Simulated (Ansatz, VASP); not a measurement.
C in VASP and in Ansatz

```xyz
8
Lattice="0.0600 0.0048 2.5673 8.6826 -0.0180 0.2028 -4.3569 7.5482 -0.0872" Properties=species:S:1:pos:R:3 pbc="T T T"
C     0.5191    0.2435    0.2237
C    -3.8080    7.7941    1.4200
C     6.0008    3.5148    0.5227
C     6.0308    3.5170    1.8062
C     5.9090    0.2418   -0.5706
C     5.9389    0.2433    0.7131
C     0.5795    3.5128    0.1427
C     0.6096    3.5152    1.4264
```

Change from the starting cell: trigonal selenium type (P3_121, No. 152); cell x8, atoms moved at random (sigma 0.1 Å) and cell strained at random (1.5 %), then relaxed without symmetry.

Alike in both runs: functional PBE; k mesh 10 × 3 × 3; occupations gaussian, width 0.1 eV; no spin polarisation.

Ansatz relaxed the structure, and its values are those at the end. VASP's run is a single point on that final structure, the one shown.

```csv
,VASP,Ansatz
version,VASP 6.6.1,Ansatz 0.2.0
potentials or method,"VASP PAW PBE potentials, release 64 (C), cutoff 520 eV","scalar-relativistic, plane waves, PAW"
valence electrons in the cell,32,32
```

```tsv
	VASP	Ansatz	Ansatz less VASP
gap on the k mesh at the Fermi level (eV)	0.57	0.57	-0.001
least direct gap on the mesh (eV)	0.61	0.61	-0.001
pressure (GPa)	-0.2	-0.1	+0.10
rms of the force components (eV/Å)	0.004	0.004	-0.0001
```
